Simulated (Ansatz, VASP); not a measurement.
## WS3 in VASP and in Ansatz

```
W S
1.0
     9.85005    0.00000    0.00000
    -4.92503    8.53039    0.00000
     0.00000    0.00000    2.94633
W S
2 6
Direct
  0.66667 0.33333 0.71226
  0.33333 0.66667 0.21226
  0.72369 0.17811 0.26255
  0.82189 0.54557 0.26255
  0.45443 0.27631 0.26255
  0.27631 0.82189 0.76255
  0.17811 0.45443 0.76255
  0.54557 0.72369 0.76255
```

Change from the starting cell: the structure that the rattled cell fell into.

Alike in both runs: task relaxation of cell and atoms; functional PBE; k mesh 3 × 3 × 10; occupations gaussian, width 0.02 eV; no spin polarisation.

```csv
,VASP,Ansatz
version,VASP 6.6.1,Ansatz 0.2.0
potentials or method,"VASP PAW PBE potentials, release 64 (W_sv, S), cutoff 600 eV","scalar-relativistic, plane waves, PAW"
valence electrons in the cell,64,64
```

Ansatz gave:

* gap on the k mesh at the Fermi level, each at its own relaxed structure (eV): 0.82
* relaxed volume (Å³/atom): 30.95
* relaxed cell length with the largest relative difference (Å): 9.850

Question: Estimate VASP's values.

Answer: gap on the k mesh at the Fermi level, each at its own relaxed structure (eV): 0.84; relaxed volume (Å³/atom): 30.94; relaxed cell length with the largest relative difference (Å): 9.849.

Ansatz's warnings: xc potential rough in thin density.

Neither program's run includes spin-orbit coupling.
